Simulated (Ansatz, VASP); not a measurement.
**Two plane-wave programs on Cd**

```
Cd
1.0
     2.97887    0.00000    0.00000
    -1.48944    2.57978    0.00000
     0.00000    0.00000    5.61765
Cd
2
Cartesian
  0.0000 1.7199 1.4044
  1.4894 0.8599 4.2132
```

Alike in both runs: task single point; functional PBEsol; k mesh 9 × 9 × 4; occupations gaussian, width 0.1 eV; no spin polarisation.

|  | VASP | Ansatz |
| --- | --- | --- |
| version | VASP 6.6.1 | Ansatz 0.2.0 |
| potentials or method | VASP PAW PBE potentials, release 64 (Cd), cutoff 520 eV | scalar-relativistic, plane waves, PAW |
| valence electrons in the cell | 24 | 40 |

```tsv
	VASP	Ansatz	Ansatz less VASP
gap on the k mesh at the Fermi level (eV)	none	none	-
pressure (GPa)	-0.7	-1.1	-0.38
traceless stress, the component that is largest in VASP (GPa)	1.10	1.23	+0.135
```

VASP's potentials were made for PBE, not for PBEsol. A gap of «none» marks a metal or a gap that the smearing closes. VASP's potentials hold 24 valence electrons a cell and Ansatz's 40, so a difference there can come from the potentials and not from the codes.
